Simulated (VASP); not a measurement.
# MgCd3O4 in VASP: a series of runs

Runs on MgCd3O4. Level: PBE. Tasks: single point.

Everything below comes from runs of VASP 6.6.1. Logs are shortened: lines on timing, memory, paths and dates and some standing lists are left out, and cuts for length are marked.

## (1) The cell of the first run

The structure is orthorhombic, space group Pmmm (No. 47). The conventional cell has a = 3.276 Å, b = 4.667 Å, c = 6.643 Å, α = 90.00°, β = 90.00°, γ = 90.00°. Mg (site symmetry mmm) has 6 O at 2.21 to 2.33 Å within 2.9 Å. Within 3.0 Å of Cd (site symmetry mm2) lie 6 O at 2.31 to 2.36 Å. Cd (site symmetry mmm) has 6 O at 2.33 to 2.46 Å within 3.1 Å. O (site symmetry mmm) has 4 Cd at 2.31 Å and 2 Mg at 2.33 Å within 3.0 Å. Within 2.9 Å of O (site symmetry mm2) lie 2 Mg at 2.21 Å and 4 Cd at 2.34 to 2.46 Å. Within 3.1 Å of O (site symmetry mmm) lie 6 Cd at 2.33 to 2.36 Å.

## (2) Single point, PBE

The input, INCAR:

```
ALGO = Normal
EDIFF = 1E-6
ENCUT = 520
GGA = PE
ISIF = 2
ISMEAR = 0
LASPH = True
LCHARG = True
LELF = True
LREAL = False
LVHAR = True
LWAVE = False
NBANDS = 41
NELM = 80
PREC = Accurate
SIGMA = 0.1
```

The input, KPOINTS:

```
k-points
0
Gamma
  6 4 4
```

The input, POSCAR:

```
MgCd3O4
1.0
    3.2758851000      0.0000000000      0.0000000000
    0.0000000000      4.6667382000      0.0000000000
    0.0000000000      0.0000000000      6.6427252000
Mg Cd O
1 3 4
Direct
    0.0000000000      0.0000000000      0.0000000000
    0.5000000000      0.5000000000      0.2444540000
    0.0000000000      0.0000000000      0.5000000000
    0.5000000000      0.5000000000      0.7555460000
    0.0000000000      0.5000000000      0.0000000000
    0.5000000000      0.0000000000      0.2237180000
    0.0000000000      0.5000000000      0.5000000000
    0.5000000000      0.0000000000      0.7762820000
```

Potentials or basis: VASP PAW PBE potentials, release 64 (Mg, Cd, O).

Started as:

```bash
$ cat potpaw_PBE.64/Mg/POTCAR potpaw_PBE.64/Cd/POTCAR potpaw_PBE.64/O/POTCAR > POTCAR
$ mpirun -np 1 vasp_std > vasp.out
```

OUTCAR:

```text
EDIFF = 1E-6
   ENCUT = 520
   GGA = PE
   ISIF = 2
   ISMEAR = 0
   LASPH = True
   LREAL = False
   NELM = 80
   PREC = Accurate

 ion  position               nearest neighbor table
   1  0.000  0.000  0.000-   6 2.21   8 2.21   6 2.21   8 2.21   5 2.33   5 2.33   4 3.28   4 3.28
                             2 3.28   4 3.28   2 3.28   2 3.28   2 3.28   4 3.28   3 3.32   3 3.32
   2  0.500  0.500  0.244-   5 2.31   5 2.31   6 2.34   6 2.34   7 2.36   7 2.36   4 3.25   1 3.28
                             1 3.28   1 3.28   1 3.28   3 3.32   3 3.32   3 3.32   3 3.32   4 3.40
   3  0.000  0.000  0.500-   7 2.33   7 2.33   8 2.46   6 2.46   6 2.46   8 2.46   4 3.32   4 3.32
                             2 3.32   4 3.32   2 3.32   2 3.32   2 3.32   4 3.32   1 3.32   1 3.32
   4  0.500  0.500  0.756-   5 2.31   5 2.31   8 2.34   8 2.34   7 2.36   7 2.36   2 3.25   1 3.28
                             1 3.28   1 3.28   1 3.28   3 3.32   3 3.32   3 3.32   3 3.32   2 3.40
   5  0.000  0.500  0.000-   2 2.31   4 2.31   2 2.31   4 2.31   1 2.33   1 2.33
   6  0.500  0.000  0.224-   1 2.21   1 2.21   2 2.34   2 2.34   3 2.46   3 2.46
   7  0.000  0.500  0.500-   3 2.33   3 2.33   4 2.36   2 2.36   2 2.36   4 2.36
   8  0.500  0.000  0.776-   1 2.21   1 2.21   4 2.34   4 2.34   3 2.46   3 2.46

  LATTYP: Found a simple orthorhombic cell.
 ALAT       =     3.2758851000
 B/A-ratio  =     1.4245732245
 C/A-ratio  =     2.0277650153

  Lattice vectors:

 A1 = (   3.2758851000,   0.0000000000,   0.0000000000)
 A2 = (   0.0000000000,   4.6667382000,   0.0000000000)
 A3 = (   0.0000000000,   0.0000000000,   6.6427252000)

Analysis of symmetry for initial positions (statically):
=====================================================================
 Subroutine PRICEL returns:
 Original cell was already a primitive cell.

 Routine SETGRP: Setting up the symmetry group for a
 simple orthorhombic supercell.

 Subroutine GETGRP returns: Found  8 space group operations
 (whereof  8 operations were pure point group operations)
 out of a pool of  8 trial point group operations.

The static configuration has the point symmetry D_2h.

Analysis of symmetry for dynamics (positions and initial velocities):
=====================================================================
 Subroutine PRICEL returns:
 Original cell was already a primitive cell.

 Routine SETGRP: Setting up the symmetry group for a
 simple orthorhombic supercell.

 Subroutine GETGRP returns: Found  8 space group operations
 (whereof  8 operations were pure point group operations)
 out of a pool of  8 trial point group operations.

The dynamic configuration has the point symmetry D_2h.

 Subroutine INISYM returns: Found  8 space group operations
 (whereof  8 operations are pure point group operations),
 and found     1 'primitive' translations

----------------------------------------------------------------------------------------

                                     Primitive cell

  volume of cell :     101.5520

  direct lattice vectors                    reciprocal lattice vectors
     3.275885100  0.000000000  0.000000000     0.305261012  0.000000000  0.000000000
     0.000000000  4.666738200  0.000000000     0.000000000  0.214282430  0.000000000
     0.000000000  0.000000000  6.642725200     0.000000000  0.000000000  0.150540625

  length of vectors
     3.275885100  4.666738200  6.642725200     0.305261012  0.214282430  0.150540625

  position of ions in fractional coordinates (direct lattice)
     0.000000000  0.000000000  0.000000000
     0.500000000  0.500000000  0.244454000
     0.000000000  0.000000000  0.500000000
     0.500000000  0.500000000  0.755546000
     0.000000000  0.500000000  0.000000000
     0.500000000  0.000000000  0.223718000
     0.000000000  0.500000000  0.500000000
     0.500000000  0.000000000  0.776282000

  ion indices of the primitive-cell ions
   primitive index   ion index
                 1           1
                 2           2
                 3           3
                 4           4
                 5           5
                 6           6
                 7           7
                 8           8

----------------------------------------------------------------------------------------

 KPOINTS: k-points

Automatic generation of k-mesh.
 Grid dimensions read from file:
 generate k-points for:    6    4    4

 Generating k-lattice:

  Cartesian coordinates                     Fractional coordinates (reciprocal lattice)
     0.050876835  0.000000000  0.000000000     0.166666667  0.000000000  0.000000000
     0.000000000  0.053570607  0.000000000     0.000000000  0.250000000  0.000000000
     0.000000000  0.000000000  0.037635156     0.000000000  0.000000000  0.250000000

  Length of vectors
     0.050876835  0.053570607  0.037635156

  Shift w.r.t. Gamma in fractional coordinates (k-lattice)
     0.000000000  0.000000000  0.000000000

 Subroutine IBZKPT returns following result:
 ===========================================

 Found     36 irreducible k-points:

 Following reciprocal coordinates:
            Coordinates               Weight
  0.000000  0.000000  0.000000      1.000000
  0.166667  0.000000  0.000000      2.000000
  0.333333  0.000000  0.000000      2.000000
  0.500000  0.000000  0.000000      1.000000
  0.000000  0.250000  0.000000      2.000000
  0.166667  0.250000  0.000000      4.000000
[... 16 lines left out ...]
  0.333333  0.500000  0.250000      4.000000
  0.500000  0.500000  0.250000      2.000000
 [... further k-points ...]
   k-points           NKPTS =     36   k-points in BZ     NKDIM =     36   number of bands    NBANDS=     41
   number of dos      NEDOS =    301   number of ions     NIONS =      8
   total plane-waves  NPLWV =  43200
   dimension x,y,z NGX =    24 NGY =   36 NGZ =   50
   dimension x,y,z NGXF=    48 NGYF=   72 NGZF=  100
   ions per type =               1   3   4
   NGX,Y,Z   is equivalent  to a cutoff of  12.18, 12.82, 12.51 a.u.
   NGXF,Y,Z  is equivalent  to a cutoff of  24.36, 25.65, 25.03 a.u.
 SYSTEM =  unknown system
   PREC   = accura    normal or accurate (medium, high low for compatibility)
   ISTART =      0    job   : 0-new  1-cont  2-samecut
   ICHARG =      2    charge: 1-file 2-atom 10-const
   ISPIN  =      1    spin polarized calculation?
   LNONCOLLINEAR =      F non collinear calculations
   LSORBIT =      F    spin-orbit coupling
   LASPH  =      T    aspherical Exc in radial PAW
   ENCUT  =  520.0 eV  38.22 Ry    6.18 a.u.   6.09  8.68 12.35*2*pi/ulx,y,z
   NELM   =     80;   NELMIN=  2; NELMDL= -5     # of ELM steps
   EDIFF  = 0.1E-05   stopping-criterion for ELM
   LREAL  =      F    real-space projection
   EDIFFG = 0.1E-04   stopping-criterion for IOM
   NSW    =      0    number of steps for IOM
   IBRION =     -1    ionic relax: 0-MD 1-quasi-New 2-CG
   NFREE  =      0    steps in history (QN), initial steepest desc. (CG)
   ISIF   =      2    stress and relaxation
   ISYM   =      2    0-nonsym 1-usesym 2-fastsym
   POTIM  = 0.5000    time-step for ionic-motion
   TEBEG  =    0.0;   TEEND  =   0.0 temperature during run
   PSTRESS=    0.0 pullay stress
   NELECT =      62.0000    total number of electrons
   NUPDOWN=      -1.0000    fix difference up-down
   EMIN   =  10.00;   EMAX   =-10.00  energy-range for DOS
   EFERMI =   0.00;   METHOD = LEGACY
   ISMEAR =     0;   SIGMA  =   0.10  broadening in eV -4-tet -1-fermi 0-gaus
   EFERMI_NEDOS =   21; number of points for ismear=-14 and -15
   IALGO  =     38    algorithm
   IMIX   =      4    mixing-type and parameters
     AMIX     =   0.40;   BMIX     =  1.00
     AMIX_MAG =   1.60;   BMIX_MAG =  1.00
  volume/ion in A,a.u.               =      12.69        85.66
  Fermi-wavevector in a.u.,A,eV,Ry     =   1.388809  2.624469 26.242796  1.928791
  Thomas-Fermi vector in A             =   2.512900
   LORBIT       =      0    0 simple, 1 ext, 2 COOP (PROOUT), +10 PAW based schemes
   GGA     = PE    functional components
   LHFCALC =     F    Hartree Fock is set to
   AEXX    =    0.0000 exact exchange contribution
   IVDW    =     0    specifies the selected vdW correction
   LEPSILON=     F    determine dielectric tensor
   LRPA    =     F    only Hartree local field effects (RPA)
 non-spin polarized calculation
 Gauss-broadening in eV      SIGMA  =   0.10
  energy-cutoff  :      520.00
  volume of cell :      101.55
 maximum number of plane-waves:      2772
   NGX = 13   NGY = 17   NGZ = 25

 number of electron      61.9999985 magnetization

 Free energy of the ion-electron system (eV)
  ---------------------------------------------------
  ext. energy  EPLUGINS =         0.00000000
  ---------------------------------------------------
  free energy    TOTEN  =       -34.58691226 eV

  energy without entropy =      -34.58430310  energy(sigma->0) =      -34.58560768

 E-fermi :   2.3242     XC(G=0): -11.3026

 val. band max:        2.2884307839   @ k =   0.0000   0.5000   0.0000
 cond. band min:       3.1074990084   @ k =   0.0000   0.0000   0.2500
 fundamental gap:      0.8190682245
 Fermi energy:         2.3242489832

 k-point     1 :       0.0000    0.0000    0.0000
  band No.  band energies     occupation
      1     -15.1874      2.00000
      2     -14.6493      2.00000
      3     -14.3823      2.00000
      4     -14.2663      2.00000
      5      -5.2296      2.00000
      6      -5.1790      2.00000
[... 33 lines left out ...]
     40      12.4738      0.00000
     41      12.7776      0.00000

 k-point     2 :       0.1667    0.0000    0.0000
  band No.  band energies     occupation
      1     -15.0692      2.00000
      2     -14.6267      2.00000
      3     -14.3545      2.00000
      4     -14.2538      2.00000
      5      -5.0732      2.00000
      6      -4.9065      2.00000
[... 33 lines left out ...]
     40      11.6233      0.00000
     41      12.4499      0.00000

 k-point     3 :       0.3333    0.0000    0.0000
  band No.  band energies     occupation
      1     -14.8215      2.00000
      2     -14.5572      2.00000
      3     -14.2983      2.00000
      4     -14.2499      2.00000
      5      -5.0758      2.00000
      6      -4.9839      2.00000
[... 33 lines left out ...]
     40      12.0207      0.00000
     41      12.3526      0.00000

 k-point     4 :       0.5000    0.0000    0.0000
  band No.  band energies     occupation
      1     -14.7248      2.00000
      2     -14.4178      2.00000
      3     -14.3177      2.00000
      4     -14.2701      2.00000
      5      -5.1518      2.00000
      6      -5.1503      2.00000
[... 825 lines left out ...]
     40      12.6325      0.00000
     41      12.8827      0.00000

 k-point    23 :       0.3333    0.5000    0.2500
  band No.  band energies     occupation
      1     -14.6540      2.00000
      2     -14.3781      2.00000
      3     -14.3444      2.00000
      4     -14.1869      2.00000
      5      -5.3473      2.00000
      6      -5.3028      2.00000
[... 33 lines left out ...]
     40      11.2776      0.00000
     41      12.1064      0.00000

 k-point    24 :       0.5000    0.5000    0.2500
  band No.  band energies     occupation
      1     -14.6053      2.00000
      2     -14.3144      2.00000
      3     -14.2956      2.00000
      4     -14.1394      2.00000
      5      -5.4329      2.00000
      6      -5.3683      2.00000
[... 33 lines left out ...]
     40      11.3284      0.00000
     41      11.5746      0.00000

 [... further k-points ...]

------------------------ aborting loop because EDIFF is reached ----------------------------------------

  FORCE on cell =-STRESS in cart. coord.  units (eV):
  Direction    XX          YY          ZZ          XY          YZ          ZX
  --------------------------------------------------------------------------------------
  -------------------------------------------------------------------------------------
  Total        0.5894463      0.6677122      0.6343631      0.0000000      0.0000000      0.0000000
  in kB        9.2996461     10.5344406     10.0082947      0.0000000      0.0000000      0.0000000
  external PRESSURE =       9.9474605 kB  Pullay stress =       0.0000000 kB

 VOLUME and BASIS-vectors are now :
 -----------------------------------------------------------------------------
  energy-cutoff  :      520.00
  volume of cell :      101.55
      direct lattice vectors                 reciprocal lattice vectors
     3.275885100  0.000000000  0.000000000     0.305261012  0.000000000  0.000000000
     0.000000000  4.666738200  0.000000000     0.000000000  0.214282430  0.000000000
     0.000000000  0.000000000  6.642725200     0.000000000  0.000000000  0.150540625

 POSITION                                       TOTAL-FORCE (eV/Angst)
 -----------------------------------------------------------------------------------
      0.00000      0.00000      0.00000         0.000000      0.000000      0.000000
      1.63794      2.33337      1.62384         0.000000     -0.000000      0.015512
      0.00000      0.00000      3.32136         0.000000      0.000000      0.000000
      1.63794      2.33337      5.01888         0.000000      0.000000     -0.015512
      0.00000      2.33337      0.00000         0.000000      0.000000      0.000000
      1.63794      0.00000      1.48610         0.000000      0.000000     -0.069451
      0.00000      2.33337      3.32136         0.000000      0.000000      0.000000
      1.63794      0.00000      5.15663         0.000000      0.000000      0.069451
 -----------------------------------------------------------------------------------
    total drift:                                0.000000     -0.000000      0.000000

  FREE ENERGIE OF THE ION-ELECTRON SYSTEM (eV)
  ---------------------------------------------------
  free  energy   TOTEN  =       -34.5869122642 eV

  energy  without entropy=      -34.5843030994  energy(sigma->0) =      -34.58560768
```

It took 2.2 min on 1 thread of Intel Xeon Platinum 8488C (Sapphire Rapids), shared host; peak memory 0.27 GiB.

What came out:

| Property | Result |
| --- | --- |
| Free energy | -34.5869 eV |
| Pressure | 1.0 GPa |
| Largest force | 0.069 eV/Å |
| Band gap on the k mesh | zero (band 31 reaches 2.29 eV, above the bottom of band 32 at 2.17 eV) |

Forces in eV/Å, atoms in the order of the input:
```
Mg   0.000  0.000  0.000
Cd   0.000  0.000  0.016
Cd   0.000  0.000  0.000
Cd   0.000  0.000 -0.016
O    0.000  0.000  0.000
O    0.000  0.000 -0.069
O    0.000  0.000  0.000
O    0.000  0.000  0.069
```

[end of part 1 of 2]
